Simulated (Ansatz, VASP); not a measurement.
## One calculation of KBr, two programs

```xyz
4
Lattice="3.3500 3.3500 0.0000 -3.3500 3.3500 0.0000 0.0000 0.0000 6.6999" Properties=species:S:1:pos:R:3 pbc="T T T"
K     0.0000    0.0000    0.0000
K     0.0000    3.3500    3.3500
Br    0.0000    3.3500    0.0000
Br    0.0000    0.0000    3.3500
```

Alike in both runs: task single point; functional PBE; k mesh 6 × 6 × 4; occupations gaussian, width 0.02 eV; no spin polarisation.

|  | VASP | Ansatz |
| --- | --- | --- |
| version | VASP 6.6.1 | Ansatz 0.2.0 |
| potentials or method | VASP PAW PBE potentials, release 64 (K_sv, Br), cutoff 520 eV | scalar-relativistic, plane waves, PAW |
| valence electrons in the cell | 32 | 32 |

|  | VASP | Ansatz | Ansatz less VASP |
| --- | --- | --- | --- |
| gap on the k mesh at the Fermi level (eV) | 4.32 | 4.32 | +0.001 |
| least direct gap on the mesh (eV) | 4.32 | 4.32 | +0.001 |
| pressure (GPa) | 0.1 | 0.0 | -0.03 |

The functional is the same, so the differences come from potentials, cutoffs and numerics.
